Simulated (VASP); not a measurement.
# Ag (Fm-3m) in VASP: further runs, part 2 of 2

VASP 6.6.1. The steps go on from the part before.

### 5 Single point, PBE

This run uses another cell than the first one, of 21.64 Å³/atom, 1.050 times its volume.

File INCAR:

```
SYSTEM = Ag
  PREC = Accurate
  ENCUT = 520
  EDIFF = 1E-6
  ISMEAR = 0
  SIGMA = 0.1
  LREAL = .FALSE.
  LASPH = .TRUE.
  NELM = 80
  ALGO = Normal
  ISIF = 2
  LWAVE = .FALSE.
  LCHARG = .FALSE.
  GGA = PE
  NBANDS = 24
```

File KPOINTS:

```
regular mesh
0
G
  12 12 12
  0 0 0
```

File POSCAR:

```
Ag
1.0
    0.0000000000      3.1897103361      3.1897103361
    3.1897103361      0.0000000000      3.1897103361
    3.1897103361      3.1897103361      0.0000000000
Ag
3
Direct
    0.2500000000      0.2500000000      0.2500000000
    0.7500000000      0.7500000000      0.7500000000
    0.0000000000      0.0000000000      0.0000000000
```

Potentials or basis: VASP PAW PBE potentials, release 64 (Ag).

Run with:

```sh
> cat potpaw_PBE.64/Ag/POTCAR > POTCAR
> mpirun -np 1 vasp_std > vasp.out
```

OUTCAR:

```text
SYSTEM = Ag
   PREC = Accurate
   ENCUT = 520
   EDIFF = 1E-6
   ISMEAR = 0
   LREAL = .FALSE.
   LASPH = .TRUE.
   NELM = 80
   ISIF = 2
   GGA = PE

 ion  position               nearest neighbor table
   1  0.250  0.250  0.250-   3 2.76   3 2.76   3 2.76   3 2.76   2 3.19   2 3.19   2 3.19   2 3.19
                             2 3.19   2 3.19
   2  0.750  0.750  0.750-   3 2.76   3 2.76   3 2.76   3 2.76   1 3.19   1 3.19   1 3.19   1 3.19
                             1 3.19   1 3.19
   3  0.000  0.000  0.000-   1 2.76   2 2.76   2 2.76   2 2.76   2 2.76   1 2.76   1 2.76   1 2.76

  LATTYP: Found a face centered cubic cell.
 ALAT       =     6.3794206722

  Lattice vectors:

 A1 = (   0.0000000000,   3.1897103361,   3.1897103361)
 A2 = (   3.1897103361,   0.0000000000,   3.1897103361)
 A3 = (   3.1897103361,   3.1897103361,   0.0000000000)

Analysis of symmetry for initial positions (statically):
=====================================================================
 Subroutine PRICEL returns:
 Original cell was already a primitive cell.

 Routine SETGRP: Setting up the symmetry group for a
 face centered cubic supercell.

 Subroutine GETGRP returns: Found 48 space group operations
 (whereof 48 operations were pure point group operations)
 out of a pool of 48 trial point group operations.

The static configuration has the point symmetry O_h .

Analysis of symmetry for dynamics (positions and initial velocities):
=====================================================================
 Subroutine PRICEL returns:
 Original cell was already a primitive cell.

 Routine SETGRP: Setting up the symmetry group for a
 face centered cubic supercell.

 Subroutine GETGRP returns: Found 48 space group operations
 (whereof 48 operations were pure point group operations)
 out of a pool of 48 trial point group operations.

The dynamic configuration has the point symmetry O_h .

 Subroutine INISYM returns: Found 48 space group operations
 (whereof 48 operations are pure point group operations),
 and found     1 'primitive' translations

----------------------------------------------------------------------------------------

                                     Primitive cell

  volume of cell :      64.9058

  direct lattice vectors                    reciprocal lattice vectors
     0.000000000  3.189710336  3.189710336    -0.156754046  0.156754046  0.156754046
     3.189710336  0.000000000  3.189710336     0.156754046 -0.156754046  0.156754046
     3.189710336  3.189710336  0.000000000     0.156754046  0.156754046 -0.156754046

  length of vectors
     4.510931617  4.510931617  4.510931617     0.271505972  0.271505972  0.271505972

  position of ions in fractional coordinates (direct lattice)
     0.250000000  0.250000000  0.250000000
     0.750000000  0.750000000  0.750000000
     0.000000000  0.000000000  0.000000000

  ion indices of the primitive-cell ions
   primitive index   ion index
                 1           1
                 2           2
                 3           3

----------------------------------------------------------------------------------------

 KPOINTS: regular mesh

Automatic generation of k-mesh.
 Grid dimensions read from file:
 generate k-points for:   12   12   12

 Generating k-lattice:

  Cartesian coordinates                     Fractional coordinates (reciprocal lattice)
    -0.013062837  0.013062837  0.013062837     0.083333333  0.000000000  0.000000000
     0.013062837 -0.013062837  0.013062837     0.000000000  0.083333333  0.000000000
     0.013062837  0.013062837 -0.013062837     0.000000000  0.000000000  0.083333333

  Length of vectors
     0.022625498  0.022625498  0.022625498

  Shift w.r.t. Gamma in fractional coordinates (k-lattice)
     0.000000000  0.000000000  0.000000000

 Subroutine IBZKPT returns following result:
 ===========================================

 Found     72 irreducible k-points:

 Following reciprocal coordinates:
            Coordinates               Weight
  0.000000  0.000000  0.000000      1.000000
  0.083333  0.000000  0.000000      8.000000
  0.166667  0.000000  0.000000      8.000000
  0.250000  0.000000  0.000000      8.000000
  0.333333  0.000000  0.000000      8.000000
  0.416667  0.000000  0.000000      8.000000
[... 16 lines left out ...]
  0.500000  0.166667  0.000000     24.000000
 -0.416667  0.166667  0.000000     24.000000
 [... further k-points ...]
   k-points           NKPTS =     72   k-points in BZ     NKDIM =     72   number of bands    NBANDS=     24
   number of dos      NEDOS =    301   number of ions     NIONS =      3
   total plane-waves  NPLWV =  46656
   dimension x,y,z NGX =    36 NGY =   36 NGZ =   36
   dimension x,y,z NGXF=    72 NGYF=   72 NGZF=   72
   ions per type =               3
   NGX,Y,Z   is equivalent  to a cutoff of  13.27, 13.27, 13.27 a.u.
   NGXF,Y,Z  is equivalent  to a cutoff of  26.53, 26.53, 26.53 a.u.
 SYSTEM =  Ag
   PREC   = accura    normal or accurate (medium, high low for compatibility)
   ISTART =      0    job   : 0-new  1-cont  2-samecut
   ICHARG =      2    charge: 1-file 2-atom 10-const
   ISPIN  =      1    spin polarized calculation?
   LNONCOLLINEAR =      F non collinear calculations
   LSORBIT =      F    spin-orbit coupling
   LASPH  =      T    aspherical Exc in radial PAW
   ENCUT  =  520.0 eV  38.22 Ry    6.18 a.u.   8.39  8.39  8.39*2*pi/ulx,y,z
   NELM   =     80;   NELMIN=  2; NELMDL= -5     # of ELM steps
   EDIFF  = 0.1E-05   stopping-criterion for ELM
   LREAL  =      F    real-space projection
   EDIFFG = 0.1E-04   stopping-criterion for IOM
   NSW    =      0    number of steps for IOM
   IBRION =     -1    ionic relax: 0-MD 1-quasi-New 2-CG
   NFREE  =      0    steps in history (QN), initial steepest desc. (CG)
   ISIF   =      2    stress and relaxation
   ISYM   =      2    0-nonsym 1-usesym 2-fastsym
   POTIM  = 0.5000    time-step for ionic-motion
   TEBEG  =    0.0;   TEEND  =   0.0 temperature during run
   PSTRESS=    0.0 pullay stress
   NELECT =      33.0000    total number of electrons
   NUPDOWN=      -1.0000    fix difference up-down
   EMIN   =  10.00;   EMAX   =-10.00  energy-range for DOS
   EFERMI =   0.00;   METHOD = LEGACY
   ISMEAR =     0;   SIGMA  =   0.10  broadening in eV -4-tet -1-fermi 0-gaus
   EFERMI_NEDOS =   21; number of points for ismear=-14 and -15
   IALGO  =     38    algorithm
   IMIX   =      4    mixing-type and parameters
     AMIX     =   0.40;   BMIX     =  1.00
     AMIX_MAG =   1.60;   BMIX_MAG =  1.00
  volume/ion in A,a.u.               =      21.64       146.00
  Fermi-wavevector in a.u.,A,eV,Ry     =   1.306627  2.469167 23.228868  1.707274
  Thomas-Fermi vector in A             =   2.437416
   LORBIT       =      0    0 simple, 1 ext, 2 COOP (PROOUT), +10 PAW based schemes
   GGA     = PE    functional components
   LHFCALC =     F    Hartree Fock is set to
   AEXX    =    0.0000 exact exchange contribution
   IVDW    =     0    specifies the selected vdW correction
   LEPSILON=     F    determine dielectric tensor
   LRPA    =     F    only Hartree local field effects (RPA)
 non-spin polarized calculation
 Gauss-broadening in eV      SIGMA  =   0.10
  energy-cutoff  :      520.00
  volume of cell :       64.91
 maximum number of plane-waves:      1807
 NGX is ok and might be reduce to    36
   NGX = 17   NGY = 17   NGZ = 17

 number of electron      33.0000003 magnetization

 Free energy of the ion-electron system (eV)
  ---------------------------------------------------
  ext. energy  EPLUGINS =         0.00000000
  ---------------------------------------------------
  free energy    TOTEN  =        -7.28526282 eV

  energy without entropy =       -7.28099683  energy(sigma->0) =       -7.28312983

 E-fermi :   5.5253     XC(G=0): -10.6673

 val. band max:        5.4800396477   @ k =   0.5000   0.2500   0.0833
 cond. band min:       5.5352964999   @ k =  -0.3333   0.3333   0.0000
 fundamental gap:      0.0552568521
 Fermi energy:         5.5253120690

 k-point     1 :       0.0000    0.0000    0.0000
  band No.  band energies     occupation
      1      -0.7542      2.00000
      2       0.0692      2.00000
      3       0.0692      2.00000
      4       0.6823      2.00000
      5       0.6823      2.00000
      6       0.6823      2.00000
[... 16 lines left out ...]
     23      13.3881      0.00000
     24      13.5773      0.00000
[... 598 lines left out ...]
      2       0.3824      2.00000
      3       0.4260      2.00000
      4       0.5861      2.00000
      5       0.6595      2.00000
      6       0.7659      2.00000
[... 16 lines left out ...]
     23      15.9626      0.00000
     24      17.3567      0.00000

 [... further k-points ...]
[... 5 lines left out ...]
  --------------------------------------------------------------------------------------
  -------------------------------------------------------------------------------------
  Total       -0.0353005     -0.0353005     -0.0353005      0.0000000     -0.0000000      0.0000000
  in kB       -0.8713795     -0.8713795     -0.8713795      0.0000000     -0.0000000      0.0000000
  external PRESSURE =      -0.8713795 kB  Pullay stress =       0.0000000 kB

 VOLUME and BASIS-vectors are now :
 -----------------------------------------------------------------------------
  energy-cutoff  :      520.00
  volume of cell :       64.91
      direct lattice vectors                 reciprocal lattice vectors
     0.000000000  3.189710336  3.189710336    -0.156754046  0.156754046  0.156754046
     3.189710336  0.000000000  3.189710336     0.156754046 -0.156754046  0.156754046
     3.189710336  3.189710336  0.000000000     0.156754046  0.156754046 -0.156754046

 POSITION                                       TOTAL-FORCE (eV/Angst)
 -----------------------------------------------------------------------------------
      1.59486      1.59486      1.59486        -0.000000     -0.000000     -0.000000
      4.78457      4.78457      4.78457         0.000000      0.000000      0.000000
      0.00000      0.00000      0.00000        -0.000000     -0.000000      0.000000
 -----------------------------------------------------------------------------------
    total drift:                                0.000000      0.000000      0.000000

  FREE ENERGIE OF THE ION-ELECTRON SYSTEM (eV)
  ---------------------------------------------------
  free  energy   TOTEN  =        -7.2852628224 eV

  energy  without entropy=       -7.2809968299  energy(sigma->0) =       -7.28312983
```

Run time: 44 s. Hardware: 1 thread of Intel Xeon 6975P-C (Granite Rapids), shared host; peak memory 0.25 GiB.

What came out:

- Free energy: -7.2853 eV
- Pressure: -0.1 GPa

### 6 Overview

| task | cell | k mesh | cutoff (eV) | gap on the mesh (eV) | pressure (GPa) |
| --- | --- | --- | --- | --- | --- |
| single point | a = 4.438 Å, angles 60.0°, 3 atoms | 6 × 6 × 6 | 520 | none | 3.6 |
| single point | a = 4.521 Å, angles 60.0°, 3 atoms | 6 × 6 × 6 | 520 | none | -0.3 |
| relaxation of cell and atoms | relaxed from a = 4.438 Å, angles 60.0°, 3 atoms | 6 × 6 × 6 | 600 | none | 0.0 |
| single point | a = 4.511 Å, angles 60.0°, 3 atoms | 12 × 12 × 12 | 520 | none | -0.1 |

Alike in all rows: level PBE; potentials or basis VASP PAW PBE potentials, release 64 (Ag); no spin polarisation; smearing gaussian 0.1 eV.

Absolute energies hang on the potentials; compare differences alone.
